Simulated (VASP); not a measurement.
# AgCl (Fm-3m) in VASP: further runs, part 2 of 2

VASP 6.6.1.

**3. Single point, PBEsol (strained)**

INCAR

```
PREC = Accurate ; ENCUT = 520
EDIFF = 1E-6 ; ISMEAR = 0
SIGMA = 0.02 ; LREAL = F
LASPH = T ; NELM = 60
ALGO = Normal ; ISIF = 2
LWAVE = F ; LCHARG = F
GGA = PS ; NBANDS = 16
```

KPOINTS

```
Automatic mesh
0
Gamma
  8 8 8
```

POSCAR

```
AgCl
1.0
    0.0000000000      2.7996613140      2.7996613140
    2.7996613140      0.0000000000      2.7996613140
    2.7996613140      2.7996613140      0.0000000000
Ag Cl
1 1
Direct
    0.5000000000      0.5000000000      0.5000000000
    0.0000000000      0.0000000000      0.0000000000
```

Potentials or basis: VASP PAW PBE potentials, release 64 (Ag, Cl).

Run with:

```sh
cat potpaw_PBE.64/Ag/POTCAR potpaw_PBE.64/Cl/POTCAR > POTCAR
mpirun -np 1 vasp_std > vasp.out
```

OUTCAR:

```text
PREC = Accurate
   ENCUT = 520
   EDIFF = 1E-6
   ISMEAR = 0
   LREAL = F
   LASPH = T
   NELM = 60
   ISIF = 2
   GGA = PS

 ion  position               nearest neighbor table
   1  0.500  0.500  0.500-   2 2.80   2 2.80   2 2.80   2 2.80   2 2.80   2 2.80
   2  0.000  0.000  0.000-   1 2.80   1 2.80   1 2.80   1 2.80   1 2.80   1 2.80

  LATTYP: Found a face centered cubic cell.
 ALAT       =     5.5993226280

  Lattice vectors:

 A1 = (   0.0000000000,   2.7996613140,   2.7996613140)
 A2 = (   2.7996613140,   0.0000000000,   2.7996613140)
 A3 = (   2.7996613140,   2.7996613140,   0.0000000000)

Analysis of symmetry for initial positions (statically):
=====================================================================
 Subroutine PRICEL returns:
 Original cell was already a primitive cell.

 Routine SETGRP: Setting up the symmetry group for a
 face centered cubic supercell.

 Subroutine GETGRP returns: Found 48 space group operations
 (whereof 48 operations were pure point group operations)
 out of a pool of 48 trial point group operations.

The static configuration has the point symmetry O_h .

Analysis of symmetry for dynamics (positions and initial velocities):
=====================================================================
 Subroutine PRICEL returns:
 Original cell was already a primitive cell.

 Routine SETGRP: Setting up the symmetry group for a
 face centered cubic supercell.

 Subroutine GETGRP returns: Found 48 space group operations
 (whereof 48 operations were pure point group operations)
 out of a pool of 48 trial point group operations.

The dynamic configuration has the point symmetry O_h .

 Subroutine INISYM returns: Found 48 space group operations
 (whereof 48 operations are pure point group operations),
 and found     1 'primitive' translations

[... 111 lines left out ...]
   IALGO  =     38    algorithm
   IMIX   =      4    mixing-type and parameters
     AMIX     =   0.40;   BMIX     =  1.00
     AMIX_MAG =   1.60;   BMIX_MAG =  1.00
  volume/ion in A,a.u.               =      21.94       148.09
  Fermi-wavevector in a.u.,A,eV,Ry     =   1.216327  2.298524 20.129142  1.479450
  Thomas-Fermi vector in A             =   2.351684
   LORBIT       =      0    0 simple, 1 ext, 2 COOP (PROOUT), +10 PAW based schemes
   GGA     = PS    functional components
   LHFCALC =     F    Hartree Fock is set to
   AEXX    =    0.0000 exact exchange contribution
   IVDW    =     0    specifies the selected vdW correction
   LEPSILON=     F    determine dielectric tensor
   LRPA    =     F    only Hartree local field effects (RPA)
 non-spin polarized calculation
 Gauss-broadening in eV      SIGMA  =   0.02
  energy-cutoff  :      520.00
  volume of cell :       43.89
 maximum number of plane-waves:      1243
 NGX is ok and might be reduce to    30
   NGX = 15   NGY = 15   NGZ = 15

 number of electron      17.9999997 magnetization

 Free energy of the ion-electron system (eV)
  ---------------------------------------------------
  ext. energy  EPLUGINS =         0.00000000
  ---------------------------------------------------
  free energy    TOTEN  =        -6.01638385 eV

  energy without entropy =       -6.01638385  energy(sigma->0) =       -6.01638385

 E-fermi :   3.4976     XC(G=0): -10.0669

 val. band max:        3.3564331411   @ k =   0.5000   0.0000   0.0000
 cond. band min:       4.0964857596   @ k =   0.0000   0.0000   0.0000
 fundamental gap:      0.7400526185
 Fermi energy:         3.4976397317

 k-point     1 :       0.0000    0.0000    0.0000
  band No.  band energies     occupation
      1     -11.5972      2.00000
      2       0.9951      2.00000
      3       0.9951      2.00000
      4       0.9951      2.00000
      5       1.0327      2.00000
      6       1.0327      2.00000
[... 433 lines left out ...]
      3      -0.5864      2.00000
      4      -0.5405      2.00000
      5       1.2812      2.00000
      6       1.3476      2.00000
[... 8 lines left out ...]
     15      16.6829      0.00000
     16      18.1639      0.00000

 [... further k-points ...]

------------------------ aborting loop because EDIFF is reached ----------------------------------------

  FORCE on cell =-STRESS in cart. coord.  units (eV):
  Direction    XX          YY          ZZ          XY          YZ          ZX
  --------------------------------------------------------------------------------------
  -------------------------------------------------------------------------------------
  Total       -1.0507883     -1.0507883     -1.0507883      0.0000000      0.0000000     -0.0000000
  in kB      -38.3600625    -38.3600625    -38.3600625      0.0000000      0.0000000     -0.0000000
  external PRESSURE =     -38.3600625 kB  Pullay stress =       0.0000000 kB

 VOLUME and BASIS-vectors are now :
 -----------------------------------------------------------------------------
  energy-cutoff  :      520.00
  volume of cell :       43.89
      direct lattice vectors                 reciprocal lattice vectors
     0.000000000  2.799661314  2.799661314    -0.178593031  0.178593031  0.178593031
     2.799661314  0.000000000  2.799661314     0.178593031 -0.178593031  0.178593031
     2.799661314  2.799661314  0.000000000     0.178593031  0.178593031 -0.178593031

 POSITION                                       TOTAL-FORCE (eV/Angst)
 -----------------------------------------------------------------------------------
      2.79966      2.79966      2.79966        -0.000000     -0.000000      0.000000
      0.00000      0.00000      0.00000         0.000000      0.000000     -0.000000
 -----------------------------------------------------------------------------------
    total drift:                                0.000000      0.000000      0.000000

  FREE ENERGIE OF THE ION-ELECTRON SYSTEM (eV)
  ---------------------------------------------------
  free  energy   TOTEN  =        -6.0163838525 eV

  energy  without entropy=       -6.0163838525  energy(sigma->0) =       -6.01638385
```

OSZICAR:

```text
N       E                     dE             d eps       ncg     rms          rms(c)
DAV:   1     0.878504079413E+02    0.87850E+02   -0.84495E+03   928   0.100E+03
DAV:   2    -0.324436280380E+01   -0.91095E+02   -0.82652E+02  1136   0.210E+02
DAV:   3    -0.617050023493E+01   -0.29261E+01   -0.29186E+01  1168   0.383E+01
DAV:   4    -0.618471951994E+01   -0.14219E-01   -0.14218E-01  1136   0.312E+00
DAV:   5    -0.618487522743E+01   -0.15571E-03   -0.15571E-03  1160   0.325E-01    0.594E+00
DAV:   6    -0.602055276650E+01    0.16432E+00   -0.28585E-01  1216   0.701E+00    0.387E+00
DAV:   7    -0.601782514444E+01    0.27276E-02   -0.68897E-02  1048   0.173E+00    0.187E+00
DAV:   8    -0.601638452288E+01    0.14406E-02   -0.44281E-03  1128   0.671E-01    0.290E-01
DAV:   9    -0.601634741115E+01    0.37112E-04   -0.38648E-04  1176   0.277E-01    0.586E-02
DAV:  10    -0.601638254374E+01   -0.35133E-04   -0.69533E-05  1128   0.701E-02    0.131E-02
DAV:  11    -0.601638397850E+01   -0.14348E-05   -0.10494E-06  1000   0.808E-03    0.343E-03
DAV:  12    -0.601638385252E+01    0.12599E-06   -0.17849E-07   592   0.311E-03
   1 F= -.60163839E+01 E0= -.60163839E+01  d E =-.395752E-25
```

It took 9.8 s on 1 thread of AMD EPYC 9R45 (Zen 5), shared host; peak memory 0.14 GiB.

What came out:

```yaml
Free_energy: -6.0164 eV
Pressure: -3.8 GPa
Band_gap_on_the_k_mesh: 0.74 eV (least direct gap 2.95 eV)
```

Caveat: the cell differs from its parent crystal (strained); the cell stands under tension; the PAW data sets were made with another functional, which shifts forces and pressure a little.
